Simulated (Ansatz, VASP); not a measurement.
**One calculation of Be, two programs**

```xyz
1
Lattice="2.1414 0.0000 0.0000 0.0000 2.1414 0.0000 0.0000 0.0000 2.1414" Properties=species:S:1:pos:R:3 pbc="T T T"
Be    0.0000    0.0000    0.0000
```

Alike in both runs: functional LDA; k mesh 21 × 21 × 21; occupations fermi-dirac, width 0.1 eV; no spin polarisation.

Ansatz relaxed the structure, and its values are those at the end. VASP's run is a single point on that final structure, the one shown.

|  | VASP | Ansatz |
| --- | --- | --- |
| version | VASP 6.6.1 | Ansatz 0.2.0 |
| potentials or method | VASP PAW LDA potentials, release 64 (Be) | PAW with Ansatz's default frozen-core files, scalar-relativistic |
| plane-wave cutoff (eV) | 600 | 420 |
| valence electrons in the cell | 2 | 2 |

|  | VASP | Ansatz | Ansatz less VASP |
| --- | --- | --- | --- |
| pressure (GPa) | 0.2 | 0.0 | -0.25 |

LDA's correlation is that of Perdew and Zunger in VASP and of Perdew and Wang (1992) in Ansatz.
